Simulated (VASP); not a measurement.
A run of VASP 6.6.1 is set up as follows.

The input INCAR:

```
  ALGO = Normal
  EDIFF = 1E-6
  ENCUT = 520
  GGA = PE
  ISIF = 2
  ISMEAR = 0
  LASPH = T
  LCHARG = F
  LREAL = Auto
  LWAVE = F
  NBANDS = 46
  NELM = 100
  PREC = Accurate
  SIGMA = 0.05
```

KPOINTS

```
k-points
0
Gamma
  1 1 8
```

Contents of POSCAR:

```
MgO
1.0
   15.4000000000      0.0000000000      0.0000000000
    0.0000000000     13.6000000000      0.0000000000
    0.0000000000      0.0000000000      3.9172587958
Mg O
8 8
Direct
    0.2268760275      0.5000000000      0.0000000000
    0.6441855420      0.5000000000      0.0000000000
    0.5634016102      0.3770972175      0.5000000000
    0.5634016102      0.6229027825      0.5000000000
    0.3558144580      0.5000000000      0.5000000000
    0.7731239725      0.5000000000      0.5000000000
    0.4365983898      0.3770972175      0.0000000000
    0.4365983898      0.6229027825      0.0000000000
    0.3581980727      0.5000000000      0.0000000000
    0.7782245020      0.5000000000      0.0000000000
    0.4316438512      0.3719138523      0.5000000000
    0.4316438512      0.6280861477      0.5000000000
    0.2217754980      0.5000000000      0.5000000000
    0.6418019273      0.5000000000      0.5000000000
    0.5683561488      0.3719138523      0.0000000000
    0.5683561488      0.6280861477      0.0000000000
```

Potentials or basis: VASP PAW PBE potentials, release 64 (Mg, O).

Command:

```console
$ cat potpaw_PBE.64/Mg/POTCAR potpaw_PBE.64/O/POTCAR > POTCAR
$ mpirun -np 1 vasp_std > vasp.out
```

Estimate the largest force.

0.026 eV/Å.

Estimate the band gap on the k mesh.

3.03 eV (least direct gap 3.05 eV).

Forces in eV/Å, atoms in the order of the input:
```
Mg   0.017  0.000  0.000
Mg  -0.007  0.000  0.000
Mg  -0.007  0.025  0.000
Mg  -0.007 -0.025  0.000
Mg   0.007  0.000  0.000
Mg  -0.017  0.000  0.000
Mg   0.007  0.025  0.000
Mg   0.007 -0.025  0.000
O    0.002  0.000  0.000
O    0.005  0.000  0.000
O   -0.010 -0.003  0.000
O   -0.010  0.003  0.000
O   -0.005  0.000  0.000
O   -0.002  0.000  0.000
O    0.010 -0.003  0.000
O    0.010  0.003  0.000
```
